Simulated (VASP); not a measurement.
A run of VASP 6.6.1 is set up as follows.

The input INCAR:

```
  PREC = Accurate
  ENCUT = 520
  EDIFF = 1E-6
  ISMEAR = 0
  SIGMA = 0.1
  LREAL = F
  LASPH = T
  NELM = 150
  ALGO = Normal
  ISIF = 2
  LWAVE = F
  LCHARG = F
  ISPIN = 2
  MAGMOM = 4.38 0.24
  LORBIT = 11
  LMAXMIX = 4
  GGA = PE
  NBANDS = 20
```

File KPOINTS:

```
regular mesh
0
Gamma
  20 20 20
```

The input POSCAR:

```
MnO
1.0
    0.0000000000      2.4003924349      2.4003924349
    2.4003924349      0.0000000000      2.4003924349
    2.4003924349      2.4003924349      0.0000000000
Mn O
1 1
Direct
    0.7500000000      0.7500000000      0.7500000000
    0.5000000000      0.5000000000      0.5000000000
```

Potentials or basis: VASP PAW PBE potentials, release 64 (Mn_pv, O).

The run is started by

```console
$ cat potpaw_PBE.64/Mn_pv/POTCAR potpaw_PBE.64/O/POTCAR > POTCAR
$ mpirun -np 1 vasp_std > vasp.out
```

Question: Predict the site moments.

Answer: Mn +4.43; O +0.19 μB.

Question: Predict the pressure.

Answer: 0.3 GPa.

Caveat: a cell with one magnetic atom can't hold antiferromagnetic order, which such compounds often take.
